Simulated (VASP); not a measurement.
Set up this calculation in VASP 6.6.1, as the native input.

- Task: single point
- Functional: PBE
- Potentials or basis: VASP PAW PBE potentials, release 64 (Pb_d, S)
- Cutoff: 520 eV
- k mesh: 8 × 8 × 8
- Occupations: gaussian, width 0.027 eV
- Spin: no spin polarisation
- Dipole correction: no
- Further INCAR settings: ALGO = Normal; EDIFF = 1e-06; NBANDS = 17

The structure of PbS (Galena) lies in POSCAR:

```
PbS
1.0
    0.0000000000      2.9657500000      2.9657500000
    2.9657500000      0.0000000000      2.9657500000
    2.9657500000      2.9657500000      0.0000000000
Pb S
1 1
Direct
    0.0000000000      0.0000000000      0.0000000000
    0.5000000000      0.5000000000      0.5000000000
```

One way to write it, as run:

INCAR

```
PREC     = Accurate       # precision mode
ENCUT    = 520            # plane-wave cutoff, eV
EDIFF    = 1E-6           # SCF threshold, eV
ISMEAR   = 0              # smearing method
SIGMA    = 0.027000000000000003 # smearing width, eV
LREAL    = False          # projectors in reciprocal space
LASPH    = True           # aspherical terms in the spheres
NELM     = 100            # most SCF steps
ALGO     = Normal         # electronic algorithm
ISIF     = 2              # what is computed and relaxed
LWAVE    = False          # write WAVECAR
LCHARG   = False          # write CHGCAR
GGA      = PE             # functional
NBANDS   = 17             # bands
```

KPOINTS

```
Automatic mesh
0
Gamma
  8 8 8
```

Potentials or basis: VASP PAW PBE potentials, release 64 (Pb_d, S).

Launch:

```console
$ cat potpaw_PBE.64/Pb_d/POTCAR potpaw_PBE.64/S/POTCAR > POTCAR
$ mpirun -np 1 vasp_std > vasp.out
```

It gave:

```json
{"Pressure": "2.1 GPa", "Band gap on the k mesh": "0.36 eV, direct"}
```

Caveat: spin-orbit coupling is left out, which moves the levels of the heavy elements.

It took 26 s on 1 thread of Intel Xeon 8259CL, with other jobs on the host, peak memory 0.18 GiB.
